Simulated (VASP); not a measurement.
# Ti (Fm-3m) in VASP: notebook

Ti is run at these levels: PBEsol; tasks: single point, relaxation of volume and atoms at fixed shape.

All numbers are computed with VASP 6.6.1; they aren't measurements. Logs are shortened: lines on timing, memory, paths and dates and some standing lists are left out, and cuts for length are marked.

### 1 The cell of the first run

The structure is cubic, space group Fm-3m (No. 225). Conventional cell: a = 4.056 Å, b = 4.056 Å, c = 4.056 Å, α = 90.00°, β = 90.00°, γ = 90.00°. Within 3.8 Å of Ti (site symmetry m-3m) lie 12 Ti at 2.87 Å.

This isn't the form of Ti at room conditions, which is hcp.

### 2 Single point, PBEsol

The input, INCAR:

```
SYSTEM = Ti
ALGO     = Normal         ! electronic algorithm
EDIFF    = 1E-6           ! SCF threshold, eV
ENCUT    = 500            ! plane-wave cutoff, eV
GGA      = PS             ! functional
GGA_COMPAT= .FALSE.      
ISIF     = 2              ! what is computed and relaxed
ISMEAR   = -1             ! smearing method
LASPH    = .TRUE.         ! aspherical terms in the spheres
LCHARG   = .FALSE.        ! write CHGCAR
LREAL    = .FALSE.        ! projectors in reciprocal space
LWAVE    = .FALSE.        ! write WAVECAR
NBANDS   = 32             ! bands
NELM     = 120            ! most SCF steps
PREC     = Accurate       ! precision mode
SIGMA    = 0.05           ! smearing width, eV
```

The input, KPOINTS:

```
k-points
0
G
  6 6 6
  0 0 0
```

The input, POSCAR:

```
Ti
1.0
    4.0555390330      0.0000000000      0.0000000000
    0.0000000000      4.0555390330      0.0000000000
    0.0000000000      0.0000000000      4.0555390330
Ti
4
Direct
    0.0000000000      0.0000000000      0.0000000000
    0.0000000000      0.5000000000      0.5000000000
    0.5000000000      0.0000000000      0.5000000000
    0.5000000000      0.5000000000      0.0000000000
```

Potentials or basis: VASP PAW PBE potentials, release 64 (Ti_sv).

Command:

```bash
cat potpaw_PBE.64/Ti_sv/POTCAR > POTCAR
mpirun -np 1 vasp_std > vasp.out
```

OUTCAR:

```text
SYSTEM = Ti
   EDIFF = 1E-6
   ENCUT = 500
   GGA = PS
   ISIF = 2
   ISMEAR = -1
   LASPH = .TRUE.
   LREAL = .FALSE.
   NELM = 120
   PREC = Accurate

 ion  position               nearest neighbor table
   1  0.000  0.000  0.000-   2 2.87   3 2.87   4 2.87   2 2.87   3 2.87   2 2.87   4 2.87   2 2.87
                             3 2.87   4 2.87   3 2.87   4 2.87
   2  0.000  0.500  0.500-   1 2.87   3 2.87   4 2.87   1 2.87   4 2.87   1 2.87   3 2.87   1 2.87
                             3 2.87   4 2.87   4 2.87   3 2.87
   3  0.500  0.000  0.500-   1 2.87   2 2.87   4 2.87   1 2.87   4 2.87   2 2.87   4 2.87   4 2.87
                             1 2.87   2 2.87   1 2.87   2 2.87
   4  0.500  0.500  0.000-   1 2.87   2 2.87   3 2.87   2 2.87   3 2.87   1 2.87   3 2.87   3 2.87
                             1 2.87   2 2.87   2 2.87   1 2.87

  LATTYP: Found a simple cubic cell.
 ALAT       =     4.0555390330

  Lattice vectors:

 A1 = (   4.0555390330,   0.0000000000,   0.0000000000)
 A2 = (   0.0000000000,   4.0555390330,   0.0000000000)
 A3 = (   0.0000000000,   0.0000000000,   4.0555390330)

Analysis of symmetry for initial positions (statically):
=====================================================================
 Subroutine PRICEL returns following result:

  LATTYP: Found a face centered cubic cell.
 ALAT       =     4.0555390330

  Lattice vectors:

 A1 = (   2.0277695165,  -2.0277695165,   0.0000000000)
 A2 = (   2.0277695165,   0.0000000000,   2.0277695165)
 A3 = (   0.0000000000,  -2.0277695165,   2.0277695165)

   4 primitive cells build up your supercell.

 Routine SETGRP: Setting up the symmetry group for a
 simple cubic supercell.

 Subroutine GETGRP returns: Found 48 space group operations
 (whereof 48 operations were pure point group operations)
 out of a pool of 48 trial point group operations.

The static configuration has the point symmetry O_h .

Analysis of symmetry for dynamics (positions and initial velocities):
=====================================================================
 Subroutine PRICEL returns following result:

  LATTYP: Found a face centered cubic cell.
 ALAT       =     4.0555390330

  Lattice vectors:

 A1 = (   2.0277695165,  -2.0277695165,   0.0000000000)
 A2 = (   2.0277695165,   0.0000000000,   2.0277695165)
 A3 = (   0.0000000000,  -2.0277695165,   2.0277695165)

   4 primitive cells build up your supercell.

[... 97 lines left out ...]
   LASPH  =      T    aspherical Exc in radial PAW
   ENCUT  =  500.0 eV  36.75 Ry    6.06 a.u.   7.39  7.39  7.39*2*pi/ulx,y,z
   NELM   =    120;   NELMIN=  2; NELMDL= -5     # of ELM steps
   EDIFF  = 0.1E-05   stopping-criterion for ELM
   LREAL  =      F    real-space projection
   EDIFFG = 0.1E-04   stopping-criterion for IOM
   NSW    =      0    number of steps for IOM
   IBRION =     -1    ionic relax: 0-MD 1-quasi-New 2-CG
   NFREE  =      0    steps in history (QN), initial steepest desc. (CG)
   ISIF   =      2    stress and relaxation
   ISYM   =      2    0-nonsym 1-usesym 2-fastsym
   POTIM  = 0.5000    time-step for ionic-motion
   TEBEG  =    0.0;   TEEND  =   0.0 temperature during run
   PSTRESS=    0.0 pullay stress
   NELECT =      48.0000    total number of electrons
   NUPDOWN=      -1.0000    fix difference up-down
   EMIN   =  10.00;   EMAX   =-10.00  energy-range for DOS
   EFERMI =   0.00;   METHOD = LEGACY
   ISMEAR =    -1;   SIGMA  =   0.05  broadening in eV -4-tet -1-fermi 0-gaus
   EFERMI_NEDOS =   21; number of points for ismear=-14 and -15
   IALGO  =     38    algorithm
   IMIX   =      4    mixing-type and parameters
     AMIX     =   0.40;   BMIX     =  1.00
     AMIX_MAG =   1.60;   BMIX_MAG =  1.00
  volume/ion in A,a.u.               =      16.68       112.53
  Fermi-wavevector in a.u.,A,eV,Ry     =   1.467033  2.772291 29.282280  2.152187
  Thomas-Fermi vector in A             =   2.582700
   LORBIT       =      0    0 simple, 1 ext, 2 COOP (PROOUT), +10 PAW based schemes
   GGA     = PS    functional components
   LHFCALC =     F    Hartree Fock is set to
   AEXX    =    0.0000 exact exchange contribution
   IVDW    =     0    specifies the selected vdW correction
   LEPSILON=     F    determine dielectric tensor
   LRPA    =     F    only Hartree local field effects (RPA)
 non-spin polarized calculation
  energy-cutoff  :      500.00
  volume of cell :       66.70
 maximum number of plane-waves:      1743
 NGX is ok and might be reduce to    30
   NGX = 15   NGY = 15   NGZ = 15

 number of electron      48.0000007 magnetization

 Free energy of the ion-electron system (eV)
  ---------------------------------------------------
  ext. energy  EPLUGINS =         0.00000000
  ---------------------------------------------------
  free energy    TOTEN  =       -33.16935946 eV

  energy without entropy =      -33.11219110  energy(sigma->0) =      -33.14077528

 E-fermi :   8.5547     XC(G=0): -11.8318

 val. band max:        8.5521492120   @ k =   0.3333   0.1667   0.1667
 cond. band min:       8.5778586828   @ k =   0.3333   0.1667   0.0000
 fundamental gap:      0.0257094707
 Fermi energy:         8.5547404724

 k-point     1 :       0.0000    0.0000    0.0000
  band No.  band energies     occupation
      1     -47.8780      2.00000
      2     -47.6834      2.00000
      3     -47.6834      2.00000
      4     -47.6834      2.00000
      5     -24.5015      2.00000
      6     -24.5015      2.00000
[... 689 lines left out ...]
     31       9.2994      0.00000
     32       9.2994      0.00000

------------------------ aborting loop because EDIFF is reached ----------------------------------------

  FORCE on cell =-STRESS in cart. coord.  units (eV):
  Direction    XX          YY          ZZ          XY          YZ          ZX
  --------------------------------------------------------------------------------------
  -------------------------------------------------------------------------------------
  Total       -0.1444474     -0.1444474     -0.1444474      0.0000000      0.0000000     -0.0000000
  in kB       -3.4695611     -3.4695611     -3.4695611      0.0000000      0.0000000     -0.0000000
  external PRESSURE =      -3.4695611 kB  Pullay stress =       0.0000000 kB

 VOLUME and BASIS-vectors are now :
 -----------------------------------------------------------------------------
  energy-cutoff  :      500.00
  volume of cell :       66.70
      direct lattice vectors                 reciprocal lattice vectors
     4.055539033  0.000000000  0.000000000     0.246576347  0.000000000  0.000000000
     0.000000000  4.055539033  0.000000000     0.000000000  0.246576347  0.000000000
     0.000000000  0.000000000  4.055539033     0.000000000  0.000000000  0.246576347

 POSITION                                       TOTAL-FORCE (eV/Angst)
 -----------------------------------------------------------------------------------
      0.00000      0.00000      0.00000        -0.000000     -0.000000      0.000000
      0.00000      2.02777      2.02777         0.000000     -0.000000      0.000000
      2.02777      0.00000      2.02777        -0.000000      0.000000     -0.000000
      2.02777      2.02777      0.00000        -0.000000      0.000000     -0.000000
 -----------------------------------------------------------------------------------
    total drift:                                0.000000      0.000000     -0.000000

  FREE ENERGIE OF THE ION-ELECTRON SYSTEM (eV)
  ---------------------------------------------------
  free  energy   TOTEN  =       -33.1693594558 eV

  energy  without entropy=      -33.1121910991  energy(sigma->0) =      -33.14077528
```

OSZICAR:

```text
N       E                     dE             d eps       ncg     rms          rms(c)
DAV:   1     0.610840608043E+03    0.61084E+03   -0.23768E+04  1280   0.184E+03
DAV:   2     0.373481417794E+02   -0.57349E+03   -0.55884E+03  1288   0.551E+02
DAV:   3    -0.313518204652E+02   -0.68700E+02   -0.65256E+02  2176   0.164E+02
DAV:   4    -0.372664991981E+02   -0.59147E+01   -0.58595E+01  1880   0.455E+01
DAV:   5    -0.375344845497E+02   -0.26799E+00   -0.26783E+00  1992   0.838E+00    0.181E+01
DAV:   6    -0.331533869385E+02    0.43811E+01   -0.14624E+01  1568   0.333E+01    0.448E+00
DAV:   7    -0.331234671369E+02    0.29920E-01   -0.18941E+00  1744   0.820E+00    0.291E+00
DAV:   8    -0.331931351553E+02   -0.69668E-01   -0.57450E-01  1528   0.697E+00    0.118E+00
DAV:   9    -0.331686827087E+02    0.24452E-01   -0.14434E-01  1544   0.307E+00    0.975E-02
DAV:  10    -0.331691557512E+02   -0.47304E-03   -0.83201E-03  1880   0.467E-01    0.176E-01
DAV:  11    -0.331693937502E+02   -0.23800E-03   -0.91453E-04  1488   0.184E-01    0.604E-02
DAV:  12    -0.331693555645E+02    0.38186E-04   -0.34994E-04  1640   0.121E-01    0.128E-02
DAV:  13    -0.331693587398E+02   -0.31754E-05   -0.16775E-05  1448   0.241E-02    0.867E-03
DAV:  14    -0.331693594558E+02   -0.71592E-06   -0.17509E-06  1112   0.746E-03
   1 F= -.33169359E+02 E0= -.33140775E+02  d E =-.571684E-01
```

stdout:

```text
POSCAR found type information on POSCAR Ti
 POSCAR found :  1 types and       4 ions
 scaLAPACK will be used
 -----------------------------------------------------------------------------
|                                                                             |
|                                                                             |
|     You enforced a specific xc type in the INCAR file but a different       |
|     I HOPE YOU KNOW WHAT YOU ARE DOING!                                     |
|                                                                             |
 -----------------------------------------------------------------------------

 LDA part: xc-table for (Slater+PW92), standard interpolation
 POSCAR, INCAR and KPOINTS ok, starting setup
 FFT: planning ... GRIDC
 FFT: planning ... GRID_SOFT
 FFT: planning ... GRID
 WAVECAR not read
 entering main loop
```

It took 21 s on 1 thread of Intel Xeon 6975P-C (Granite Rapids), shared host; peak memory 0.17 GiB.

Results:

```
Free energy            : -33.1694 eV
Pressure               : -0.3 GPa
Band gap on the k mesh : zero (bands 24 and 25 overlap by 1.29 eV)
```

Caveat: the PAW data sets were made with another functional, which shifts forces and pressure a little.

### 3 Relaxation of volume and atoms at fixed shape, PBEsol

This run uses another cell than the first one, of 17.61 Å³/atom.

The input, INCAR:

```
SYSTEM = Ti
ALGO = Normal
EDIFF = 1E-7
EDIFFG = -0.02
ENCUT = 500
GGA = PS
GGA_COMPAT = .False.
IBRION = 2
ISIF = 8
ISMEAR = -1
LASPH = .True.
LCHARG = .False.
LREAL = .False.
LWAVE = .False.
NELM = 120
NELMIN = 4
NSW = 80
PREC = Accurate
SIGMA = 0.05
```

The input, KPOINTS:

```
k-points
0
Gamma
  6 6 6
  0 0 0
```

The input, POSCAR:

```
Ti
1.0
    4.1300000000      0.0000000000      0.0000000000
    0.0000000000      4.1300000000      0.0000000000
    0.0000000000      0.0000000000      4.1300000000
Ti
4
Direct
    0.0000000000      0.0000000000      0.0000000000
    0.0000000000      0.5000000000      0.5000000000
    0.5000000000      0.0000000000      0.5000000000
    0.5000000000      0.5000000000      0.0000000000
```

Potentials or basis: VASP PAW PBE potentials, release 64 (Ti_sv).

Command:

```bash
cat potpaw_PBE.64/Ti_sv/POTCAR > POTCAR
mpirun -np 1 vasp_std > vasp.out
```

It took 52 s on 1 thread of Intel Xeon 6975P-C (Granite Rapids), shared host; peak memory 0.18 GiB.

The run converged. Its results:

```
Free energy                           : -33.1715 eV
Relaxed volume                        : 16.63 Å³/atom
Relaxed cell                          : a = 4.052 Å, b = 4.052 Å, c = 4.052 Å, α = 90.00°, β = 90.00°, γ = 90.00°
Space group after relaxing (to 0.1 Å) : Fm-3m (No. 225)
Energy gained by relaxing             : 18.8 meV/atom
Ionic steps                           : 3
Pressure after relaxing               : 0.0 GPa
```

Step by step:
| step | energy change (eV) | largest force (eV/Å) | pressure (GPa) | volume (Å³) |
| --- | --- | --- | --- | --- |
| 1 | 0.0000 | 0.0000 | -5.92 | 70.44 |
| 2 | -0.0403 | 0.0000 | 4.57 | 64.02 |
| 3 | -0.0752 | 0.0000 | -0.02 | 66.54 |

Final structure:
```
CELL_PARAMETERS angstrom
4.05215 0.00000 0.00000
0.00000 4.05215 0.00000
0.00000 0.00000 4.05215
ATOMIC_POSITIONS crystal
Ti 0.00000 0.00000 0.00000
Ti 0.00000 0.50000 0.50000
Ti 0.50000 0.00000 0.50000
Ti 0.50000 0.50000 0.00000
```

Levels at points of the mesh, in eV from the Fermi level:
```csv
k point,band 20,band 21,band 22,band 23,band 24,band 25,band 26,band 27,band 28
"(0.00, 0.00, 0.00)",-2.76,-1.86,-1.86,-1.86,0.88,0.88,0.88,2.60,2.60
"(0.50, 0.00, 0.00)",-1.65,-0.66,-0.66,-0.42,-0.42,-0.42,-0.42,1.19,1.19
"(0.50, 0.50, 0.00)",-2.15,-0.38,-0.38,-0.38,-0.38,-0.07,-0.07,-0.07,-0.07
"(0.50, 0.50, 0.50)",-2.72,0.73,0.73,0.73,0.73,0.75,0.75,0.75,0.75
```

Caveat: the highest band is partly filled, so the run has too few bands; the PAW data sets were made with another functional, which shifts forces and pressure a little.
